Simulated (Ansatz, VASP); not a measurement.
## Two plane-wave programs on Cr

```xyz
1
Lattice="0.0000 2.0537 2.0537 2.0537 0.0000 2.0537 2.0537 2.0537 0.0000" Properties=species:S:1:pos:R:3 pbc="T T T"
Cr    0.0000    0.0000    0.0000
```

Alike in both runs: task single point; functional r2SCAN; k mesh 8 × 8 × 8; occupations gaussian, width 0.1 eV; collinear spin.

```csv
,VASP,Ansatz
version,VASP 6.6.1,Ansatz 0.2.0
potentials or method,"VASP PAW PBE potentials, release 64 (Cr_pv), cutoff 520 eV","scalar-relativistic, plane waves, PAW"
valence electrons in the cell,12,14
```

VASP gave:

```
gap on the k mesh at the Fermi level (eV)                     : none
pressure (GPa)                                                : -0.1
net moment per atom (μB)                                      : 3.89
size of the moment on the site where the two differ most (μB) : 3.57
```

Problem. Which values does Ansatz return?

Solution. gap on the k mesh at the Fermi level (eV): none; pressure (GPa): 0.0; net moment per atom (μB): 3.89; size of the moment on the site where the two differ most (μB): 3.63.

VASP's potentials were made for PBE, not for r2SCAN. Site moments also hang on the region over which each program counts them. A gap of «none» marks a metal or a gap that the smearing closes. The functional is the same, so the differences come from potentials, cutoffs and numerics. VASP's potentials hold 12 valence electrons a cell and Ansatz's 14, so a difference there can come from the potentials and not from the codes.
